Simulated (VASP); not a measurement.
Mg:

```
Mg
1.0
     3.20930    0.00000    0.00000
    -1.60465    2.77934    0.00000
     0.00000    0.00000    5.21030
Mg
2
Direct
  0.33333 0.66667 0.25000
  0.66667 0.33333 0.75000
```

* Program: VASP 6.6.1
* Task: relaxation of cell and atoms
* Functional: LDA
* Potentials or basis: VASP PAW LDA potentials, release 64 (Mg_sv)
* Cutoff: 750 eV
* k mesh: 7 × 7 × 4
* Occupations: gaussian, width 0.1 eV
* Spin: no spin polarisation

At the start: pressure -3.0 GPa; volume 23.24 Å³/atom.

How do energy, volume and symmetry change on relaxing?

Over 9 steps the energy falls by 22.8 meV/atom and the volume is 21.53 Å³/atom (-7.4 %); space group P6_3/mmc (No. 194, to 0.1 Å) before and after.

Step by step:
```csv
step,energy change (eV),largest force (eV/Å),pressure (GPa),volume (Å³)
1,0.0000,0.0000,-2.96,46.47
2,-0.0407,0.0000,-0.66,43.64
3,-0.0430,0.0000,0.09,42.89
4,-0.0431,0.0000,0.19,42.82
5,-0.0439,0.0000,0.07,42.93
6,-0.0456,0.0000,-0.18,43.25
7,-0.0456,0.0000,0.07,43.04
8,-0.0457,0.0000,-0.07,43.14
9,-0.0457,0.0000,0.02,43.06
```

Final structure:
```
CELL_PARAMETERS angstrom
3.07683 0.00000 0.00000
-1.53842 2.66462 0.00000
0.00000 0.00000 5.25170
ATOMIC_POSITIONS crystal
Mg 0.33333 0.66667 0.25000
Mg 0.66667 0.33333 0.75000
```
